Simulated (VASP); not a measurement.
A run of VASP 6.6.1:

Contents of POSCAR:

```
CdS
1.0
    0.0000000000      2.6772000000      2.9100000000
    2.6772000000      0.0000000000      2.9100000000
    2.6772000000      2.6772000000      0.0000000000
Cd S
1 1
Direct
    0.0000000000      0.0000000000      0.0000000000
    0.7500000000      0.7500000000      0.7500000000
```

INCAR.step1

```
PREC     = Accurate       # precision mode
ENCUT    = 520            # plane-wave cutoff, eV
ISMEAR   = 0              # smearing method
SIGMA    = 0.05           # smearing width, eV
LREAL    = F              # projectors in reciprocal space
LASPH    = T              # aspherical terms in the spheres
NELM     = 60             # most SCF steps
NBANDS   = 16             # bands
GGA      = PE             # functional
ALGO     = Normal         # electronic algorithm
EDIFF    = 1E-4           # SCF threshold, eV
LWAVE    = T              # write WAVECAR
LCHARG   = F              # write CHGCAR
```

The input INCAR.step2:

```
PREC     = Accurate       # precision mode
ENCUT    = 520            # plane-wave cutoff, eV
EDIFF    = 1E-6           # SCF threshold, eV
ISMEAR   = 0              # smearing method
SIGMA    = 0.05           # smearing width, eV
LREAL    = F              # projectors in reciprocal space
LASPH    = T              # aspherical terms in the spheres
NELM     = 60             # most SCF steps
ALGO     = Normal         # electronic algorithm
ISIF     = 2              # what is computed and relaxed
LWAVE    = F              # write WAVECAR
LCHARG   = T              # write CHGCAR
METAGGA  = R2SCAN         # meta-GGA
LMIXTAU  = T            
LELF     = T              # ELF
LVHAR    = T            
NBANDS   = 16             # bands
ISTART   = 1
```

File KPOINTS:

```
regular mesh
0
Gamma
  8 8 8
```

Potentials or basis: VASP PAW PBE potentials, release 64 (Cd, S).

Command:

```sh
$ cat potpaw_PBE.64/Cd/POTCAR potpaw_PBE.64/S/POTCAR > POTCAR
$ cp INCAR.step1 INCAR
$ mpirun -np 1 vasp_std > vasp.out
$ cp INCAR.step2 INCAR
$ mpirun -np 1 vasp_std > vasp.out
```

Hardware: 1 thread of Intel(R) Xeon(R) Platinum 8488C (Sapphire Rapids) (shared host).

Question: Estimate the wall time of this run.

Answer: Wall time 120 s on 1 thread of Intel(R) Xeon(R) Platinum 8488C (Sapphire Rapids), on a shared host, peak memory 0.19 GiB. Counts: k points 59.
